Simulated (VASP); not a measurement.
Write the native input for VASP 6.6.1 that does the following.

- Task: single point
- Functional: PBEsol
- Potentials or basis: VASP PAW PBE potentials, release 64 (Ta_pv)
- Cutoff: 520 eV
- k mesh: 22 × 22 × 22
- Occupations: gaussian, width 0.15 eV
- Spin: no spin polarisation
- Dipole correction: no
- Further INCAR settings: ALGO = Fast; EDIFF = 1e-06; NBANDS = 12

The structure of Ta lies in POSCAR:

```
Ta
1.0
   -1.6588656024      1.6588656024      1.5394272790
    1.6588656024     -1.6588656024      1.5394272790
    1.6588656024      1.6588656024     -1.5394272790
Ta
1
Direct
    0.0000000000      0.0000000000      0.0000000000
```

The input as run:

INCAR

```
PREC = Accurate ; ENCUT = 520
EDIFF = 1E-6 ; ISMEAR = 0
SIGMA = 0.15 ; LREAL = F
LASPH = T ; NELM = 60
ALGO = Fast ; ISIF = 2
LWAVE = F ; LCHARG = F
GGA = PS ; NBANDS = 12
```

KPOINTS

```
regular mesh
0
Gamma
  22 22 22
```

Potentials or basis: VASP PAW PBE potentials, release 64 (Ta_pv).

The run is started by

```sh
$ cat potpaw_PBE.64/Ta_pv/POTCAR > POTCAR
$ mpirun -np 1 vasp_std > vasp.out
```

It gave:

| Property | Result |
| --- | --- |
| Pressure | 10.1 GPa |
| Band gap on the k mesh | zero (an odd number of electrons rules out a gap without spin polarisation) |

Caveat: the stress differs along the axes, from 7 to 15 GPa; the PAW data sets were made with another functional, which shifts forces and pressure a little; spin-orbit coupling is left out, which moves the levels of the heavy elements.

Run time: 2.8 min on 1 thread of Intel Xeon 8259CL, with other jobs on the host, peak memory 0.28 GiB.
